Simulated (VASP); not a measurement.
# MgC6 (P6/mmm) in VASP: a series of runs, part 2 of 2

VASP 6.6.1. Earlier steps stand in the parts before.

## 3. Relaxation of cell and atoms, PBE+D3(BJ)

This run uses another cell than the first one, of 8.70 Å³/atom.

INCAR

```
  PREC = Accurate
  ENCUT = 600
  EDIFF = 1E-7
  ISMEAR = 0
  SIGMA = 0.1
  LREAL = False
  LASPH = True
  NELM = 80
  ALGO = Fast
  ISIF = 3
  LWAVE = False
  LCHARG = False
  GGA = PE
  IVDW = 12
  IBRION = 2
  NSW = 100
  EDIFFG = -0.01
```

KPOINTS

```
Automatic mesh
0
Gamma
  12 12 10
```

POSCAR

```
MgC6
1.0
    4.3642241850      0.0000000000      0.0000000000
   -2.1821120925      3.7795290121      0.0000000000
    0.0000000000      0.0000000000      3.6915608226
Mg C
1 6
Direct
    0.0000000000      0.0000000000      0.5000000000
    0.3352929607      0.3352929607      0.0000000000
    0.0000000000      0.6647070393      0.0000000000
    0.6647070393      0.0000000000      0.0000000000
    0.0000000000      0.3352929607      0.0000000000
    0.6647070393      0.6647070393      0.0000000000
    0.3352929607      0.0000000000      0.0000000000
```

Potentials or basis: VASP PAW PBE potentials, release 64 (Mg, C).

On the command line:

```bash
$ cat potpaw_PBE.64/Mg/POTCAR potpaw_PBE.64/C/POTCAR > POTCAR
$ mpirun -np 1 vasp_std > vasp.out
```

OUTCAR:

```text
PREC = Accurate
   ENCUT = 600
   EDIFF = 1E-7
   ISMEAR = 0
   LREAL = False
   LASPH = True
   NELM = 80
   ISIF = 3
   GGA = PE
   IVDW = 12
   IBRION = 2
   NSW = 100
   EDIFFG = -0.01
 IVDW          = 12

 ion  position               nearest neighbor table
   1  0.000  0.000  0.500-   4 2.36   7 2.36   4 2.36   7 2.36   6 2.36   3 2.36   2 2.36   3 2.36
                             2 2.36   5 2.36   6 2.36   5 2.36
   2  0.335  0.335  0.000-   6 1.44   5 1.46   7 1.46   1 2.36   1 2.36
   3  0.000  0.665  0.000-   5 1.44   6 1.46   7 1.46   1 2.36   1 2.36
   4  0.665  0.000  0.000-   7 1.44   6 1.46   5 1.46   1 2.36   1 2.36
   5  0.000  0.335  0.000-   3 1.44   2 1.46   4 1.46   1 2.36   1 2.36
   6  0.665  0.665  0.000-   2 1.44   3 1.46   4 1.46   1 2.36   1 2.36
   7  0.335  0.000  0.000-   4 1.44   3 1.46   2 1.46   1 2.36   1 2.36

  LATTYP: Found a hexagonal cell.
 ALAT       =     4.3642241850
 C/A-ratio  =     0.8458687423

  Lattice vectors:

 A1 = (   4.3642241850,   0.0000000000,   0.0000000000)
 A2 = (  -2.1821120925,   3.7795290121,   0.0000000000)
 A3 = (   0.0000000000,   0.0000000000,   3.6915608226)

Analysis of symmetry for initial positions (statically):
=====================================================================
 Subroutine PRICEL returns:
 Original cell was already a primitive cell.

 Routine SETGRP: Setting up the symmetry group for a
 hexagonal supercell.

 Subroutine GETGRP returns: Found 24 space group operations
 (whereof 24 operations were pure point group operations)
 out of a pool of 24 trial point group operations.

The static configuration has the point symmetry D_6h.

Analysis of symmetry for dynamics (positions and initial velocities):
=====================================================================
 Subroutine PRICEL returns:
 Original cell was already a primitive cell.

 Routine SETGRP: Setting up the symmetry group for a
 hexagonal supercell.

 Subroutine GETGRP returns: Found 24 space group operations
 (whereof 24 operations were pure point group operations)
 out of a pool of 24 trial point group operations.

The dynamic configuration has the point symmetry D_6h.

 Subroutine INISYM returns: Found 24 space group operations
 (whereof 24 operations are pure point group operations),
 and found     1 'primitive' translations

----------------------------------------------------------------------------------------

                                     Primitive cell

  volume of cell :      60.8912

  direct lattice vectors                    reciprocal lattice vectors
     4.364224185  0.000000000  0.000000000     0.229135800  0.132291616  0.000000000
    -2.182112093  3.779529012  0.000000000     0.000000000  0.264583232  0.000000000
     0.000000000  0.000000000  3.691560823     0.000000000  0.000000000  0.270888128

  length of vectors
     4.364224185  4.364224185  3.691560823     0.264583232  0.264583232  0.270888128

  position of ions in fractional coordinates (direct lattice)
     0.000000000  0.000000000  0.500000000
     0.335292961  0.335292961  0.000000000
     0.000000000  0.664707039  0.000000000
     0.664707039  0.000000000  0.000000000
     0.000000000  0.335292961  0.000000000
     0.664707039  0.664707039  0.000000000
     0.335292961  0.000000000  0.000000000

  ion indices of the primitive-cell ions
   primitive index   ion index
                 1           1
                 2           2
                 3           3
                 4           4
                 5           5
                 6           6
                 7           7

----------------------------------------------------------------------------------------

 KPOINTS: Automatic mesh

Automatic generation of k-mesh.
 Grid dimensions read from file:
 generate k-points for:   12   12   10

 Generating k-lattice:

  Cartesian coordinates                     Fractional coordinates (reciprocal lattice)
     0.019094650  0.011024301  0.000000000     0.083333333  0.000000000  0.000000000
     0.000000000  0.022048603  0.000000000     0.000000000  0.083333333  0.000000000
     0.000000000  0.000000000  0.027088813     0.000000000  0.000000000  0.100000000

  Length of vectors
     0.022048603  0.022048603  0.027088813

  Shift w.r.t. Gamma in fractional coordinates (k-lattice)
     0.000000000  0.000000000  0.000000000

 Subroutine IBZKPT returns following result:
 ===========================================

 Found    114 irreducible k-points:

 Following reciprocal coordinates:
            Coordinates               Weight
  0.000000  0.000000  0.000000      1.000000
  0.083333 -0.000000  0.000000      6.000000
  0.166667 -0.000000  0.000000      6.000000
  0.250000 -0.000000  0.000000      6.000000
  0.333333 -0.000000  0.000000      6.000000
  0.416667 -0.000000  0.000000      6.000000
[... 16 lines left out ...]
  0.250000 -0.000000  0.100000     12.000000
  0.333333 -0.000000  0.100000     12.000000
 [... further k-points ...]
   k-points           NKPTS =    114   k-points in BZ     NKDIM =    114   number of bands    NBANDS=     17
   number of dos      NEDOS =    301   number of ions     NIONS =      7
   total plane-waves  NPLWV =  38880
   dimension x,y,z NGX =    36 NGY =   36 NGZ =   30
   dimension x,y,z NGXF=    72 NGYF=   72 NGZF=   60
   ions per type =               1   6
   NGX,Y,Z   is equivalent  to a cutoff of  13.71, 13.71, 13.51 a.u.
   NGXF,Y,Z  is equivalent  to a cutoff of  27.43, 27.43, 27.02 a.u.
 SYSTEM =  unknown system
   PREC   = accura    normal or accurate (medium, high low for compatibility)
   ISTART =      0    job   : 0-new  1-cont  2-samecut
   ICHARG =      2    charge: 1-file 2-atom 10-const
   ISPIN  =      1    spin polarized calculation?
   LNONCOLLINEAR =      F non collinear calculations
   LSORBIT =      F    spin-orbit coupling
   LASPH  =      T    aspherical Exc in radial PAW
   ENCUT  =  600.0 eV  44.10 Ry    6.64 a.u.   8.72  8.72  7.37*2*pi/ulx,y,z
   NELM   =     80;   NELMIN=  2; NELMDL= -5     # of ELM steps
   EDIFF  = 0.1E-06   stopping-criterion for ELM
   LREAL  =      F    real-space projection
   EDIFFG = -.1E-01   stopping-criterion for IOM
   NSW    =    100    number of steps for IOM
   IBRION =      2    ionic relax: 0-MD 1-quasi-New 2-CG
   NFREE  =      1    steps in history (QN), initial steepest desc. (CG)
   ISIF   =      3    stress and relaxation
   ISYM   =      2    0-nonsym 1-usesym 2-fastsym
   POTIM  = 0.5000    time-step for ionic-motion
   TEBEG  =    0.0;   TEEND  =   0.0 temperature during run
   PSTRESS=    0.0 pullay stress
   NELECT =      26.0000    total number of electrons
   NUPDOWN=      -1.0000    fix difference up-down
   EMIN   =  10.00;   EMAX   =-10.00  energy-range for DOS
   EFERMI =   0.00;   METHOD = LEGACY
   ISMEAR =     0;   SIGMA  =   0.10  broadening in eV -4-tet -1-fermi 0-gaus
   EFERMI_NEDOS =   21; number of points for ismear=-14 and -15
   IALGO  =     68    algorithm
   IMIX   =      4    mixing-type and parameters
     AMIX     =   0.40;   BMIX     =  1.00
     AMIX_MAG =   1.60;   BMIX_MAG =  1.00
  volume/ion in A,a.u.               =       8.70        58.70
  Fermi-wavevector in a.u.,A,eV,Ry     =   1.232767  2.329592 20.676973  1.519715
  Thomas-Fermi vector in A             =   2.367524
   LORBIT       =      0    0 simple, 1 ext, 2 COOP (PROOUT), +10 PAW based schemes
   GGA     = PE    functional components
   LHFCALC =     F    Hartree Fock is set to
   AEXX    =    0.0000 exact exchange contribution
   IVDW    =    12    specifies the selected vdW correction
   LEPSILON=     F    determine dielectric tensor
   LRPA    =     F    only Hartree local field effects (RPA)
 conjugate gradient relaxation of ions
 non-spin polarized calculation
 RMM-DIIS sequential band-by-band and
 Gauss-broadening in eV      SIGMA  =   0.10
  energy-cutoff  :      600.00
  volume of cell :       60.89
 maximum number of plane-waves:      2052
 NGX is ok and might be reduce to    36
   NGX = 17   NGY = 17   NGZ = 15

--------------------------------------- Ionic step        1  -------------------------------------------

 number of electron      26.0000004 magnetization

 Free energy of the ion-electron system (eV)
  ---------------------------------------------------
  ext. energy  EPLUGINS =         0.00000000
  ---------------------------------------------------
  free energy    TOTEN  =       -55.03221901 eV

  energy without entropy =      -55.02771026  energy(sigma->0) =      -55.02996463

------------------------ aborting loop because EDIFF is reached ----------------------------------------

 Edisp (eV)   -1.21483

 E8    (eV) :    -0.4015
[... 351 lines left out ...]
--------------------------------------- Ionic step        9  -------------------------------------------

 number of electron      26.0000005 magnetization

 Free energy of the ion-electron system (eV)
  ---------------------------------------------------
  ext. energy  EPLUGINS =         0.00000000
  ---------------------------------------------------
  free energy    TOTEN  =       -55.06321814 eV

  energy without entropy =      -55.05690759  energy(sigma->0) =      -55.06006287

 E-fermi :   7.1651     XC(G=0): -10.6661

 val. band max:        7.1513937927   @ k =   0.4167   0.0833   0.1000
 cond. band min:       7.1854688068   @ k =   0.2500  -0.0000   0.1000
 fundamental gap:      0.0340750141
 Fermi energy:         7.1650576835

 k-point     1 :       0.0000    0.0000    0.0000
  band No.  band energies     occupation
      1     -13.8785      2.00000
      2      -7.2357      2.00000
      3      -7.2357      2.00000
      4      -6.8370      2.00000
      5      -6.8370      2.00000
      6      -5.1112      2.00000
[... 457 lines left out ...]
      4      -7.3567      2.00000
      5      -4.0978      2.00000
      6      -2.5085      2.00000
[... 9 lines left out ...]
     16      10.6821      0.00000
     17      12.9314      0.00000

 [... further k-points ...]

------------------------ aborting loop because EDIFF is reached ----------------------------------------

 Edisp (eV)   -1.19297

 E8    (eV) :    -0.3945
[... 30 lines left out ...]
  FREE ENERGIE OF THE ION-ELECTRON SYSTEM (eV)
  ---------------------------------------------------
  free  energy   TOTEN  =       -56.2561927945 eV

  energy  without entropy=      -56.2498822404  energy(sigma->0) =      -56.25303752

 reached required accuracy - stopping structural energy minimisation
```

It took 15 min on 1 thread of Oxide Virtual Turin-like, shared host; peak memory 0.27 GiB.

What came out:

* Free energy: -56.2562 eV
* Relaxed volume: 8.85 Å³/atom
* Relaxed cell: a = 4.353 Å, b = 4.353 Å, c = 3.776 Å, α = 90.00°, β = 90.00°, γ = 120.00°
* Space group after relaxing (to 0.1 Å): P6/mmm (No. 191)
* Energy gained by relaxing: 1.3 meV/atom
* Ionic steps: 9
* Pressure after relaxing: 0.1 GPa
* Band gap on the k mesh: zero (bands 13 and 14 overlap by 4.97 eV)
* Dispersion energy per atom: -0.170 eV

Forces on the atoms (eV/Å):
```
Mg   0.000  0.000  0.000
C    0.001  0.002  0.000
C    0.001 -0.002  0.000
C   -0.003  0.000  0.000
C   -0.001  0.002  0.000
C   -0.001 -0.002  0.000
C    0.003  0.000  0.000
```

Stress tensor (GPa, compression positive):
```
0.13 0.00 0.00
0.00 0.13 0.00
0.00 0.00 0.04
```

The path:
```tsv
step	energy change (eV)	largest force (eV/Å)	pressure (GPa)	volume (Å³)
1	0.0000	0.0174	-0.05	60.89
2	-0.0034	0.0322	1.55	60.86
3	-0.0034	0.0325	1.56	60.86
4	-0.0060	0.0025	1.06	61.16
5	-0.0087	0.0783	0.01	61.82
6	-0.0088	0.0908	-0.15	61.93
7	-0.0085	0.1320	-0.24	62.13
8	-0.0091	0.0061	-0.19	62.01
9	-0.0091	0.0025	0.10	61.97
```

Final structure:
```yaml
crystal:
  lattice:
    - [4.35310, 0.00000, 0.00000]
    - [-2.17655, 3.76989, 0.00000]
    - [0.00000, 0.00000, 3.77634]
  atoms:
    - { symbol: Mg, position: [0.00000, 0.00000, 0.50000] }
    - { symbol: C, position: [0.33506, 0.33506, 0.00000] }
    - { symbol: C, position: [0.00000, 0.66494, 0.00000] }
    - { symbol: C, position: [0.66494, 0.00000, 0.00000] }
    - { symbol: C, position: [0.00000, 0.33506, 0.00000] }
    - { symbol: C, position: [0.66494, 0.66494, 0.00000] }
    - { symbol: C, position: [0.33506, 0.00000, 0.00000] }
```

The gap in the log of VASP goes by the Fermi energy; the results here count the filled bands.